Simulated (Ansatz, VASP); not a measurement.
## BeS in VASP and in Ansatz

```
Be S
1.0
     0.00000    2.34024    2.34024
     2.34024    0.00000    2.34024
     2.34024    2.34024    0.00000
Be S
1 1
Direct
  0.00000 0.00000 0.00000
  0.50000 0.50000 0.50000
```

Alike in both runs: task single point; functional r2SCAN; k mesh 8 × 8 × 8; no spin polarisation.

```csv
,VASP,Ansatz
version,VASP 6.6.1,Ansatz 0.2.0
potentials or method,"VASP PAW PBE potentials, release 64 (Be, S)","plane waves, PAW"
plane-wave cutoff (eV),520,500
occupations,"gaussian, width 0.01 eV",fixed
valence electrons in the cell,8,8
```

|  | VASP | Ansatz | Ansatz less VASP |
| --- | --- | --- | --- |
| gap on the k mesh at the Fermi level (eV) | 1.33 | 1.34 | +0.003 |
| pressure (GPa) | -3.2 | -3.1 | +0.14 |

VASP's potentials were made for PBE, not for r2SCAN.
